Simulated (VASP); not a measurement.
Wanted: the native input for a VASP 6.6.1 run.

```
Task                   : relaxation of cell and atoms
Functional             : PBE
Potentials or basis    : VASP PAW PBE potentials, release 64 (Sr_sv, Al, O)
Cutoff                 : 600 eV
k mesh                 : 4 × 4 × 6
Occupations            : gaussian, width 0.1 eV
Spin                   : no spin polarisation
Dipole correction      : no
Further INCAR settings : ALGO = Normal; EDIFF = 1e-07; IBRION = 2; EDIFFG = -0.04; NSW = 90; ISIF = 3
```

The structure of SrAlO lies in POSCAR:

```
SrAlO
1.0
    4.2541686000      0.0000000000      0.0000000000
    0.0000000000      4.2541686000      0.0000000000
    0.0000000000      0.0000000000      3.3255169200
Sr Al O
1 1 1
Direct
    0.0000000000      0.0000000000      0.8664171500
    0.5000000000      0.5000000000      0.5648841700
    0.5000000000      0.5000000000      0.0586832100
```

These files were run (other wordings do the same):

INCAR

```
PREC = Accurate ; ENCUT = 600
EDIFF = 1E-7 ; ISMEAR = 0
SIGMA = 0.1 ; LREAL = False
LASPH = True ; NELM = 100
ALGO = Normal ; ISIF = 3
LWAVE = False ; LCHARG = False
GGA = PE ; IBRION = 2
NSW = 90 ; EDIFFG = -0.04
```

KPOINTS

```
regular mesh
0
Gamma
  4 4 6
```

Potentials or basis: VASP PAW PBE potentials, release 64 (Sr_sv, Al, O).

The run is started by

```console
$ cat potpaw_PBE.64/Sr_sv/POTCAR potpaw_PBE.64/Al/POTCAR potpaw_PBE.64/O/POTCAR > POTCAR
$ mpirun -np 1 vasp_std > vasp.out
```

Results of the run:

- Relaxed volume: 18.61 Å³/atom
- Relaxed cell: a = 3.736 Å, b = 3.736 Å, c = 4.000 Å, α = 90.00°, β = 90.00°, γ = 90.00°
- Space group after relaxing (to 0.05 Å): P4/mmm (No. 123)
- Energy gained by relaxing: 662.6 meV/atom
- Ionic steps: 23
- Pressure after relaxing: 0.1 GPa
- Largest force after relaxing: 0.021 eV/Å

Caveat: the k points lie up to 0.42 Å⁻¹ apart in the final cell; an odd number of electrons without spin polarisation forces a metal; a magnetic or distorted state may lie lower.

Run time: 4.8 min on 1 thread of Intel(R) Xeon(R) Platinum 8259CL CPU @ 2.50GHz (Skylake/Cascade Lake), with other jobs on the host, peak memory 0.23 GiB.
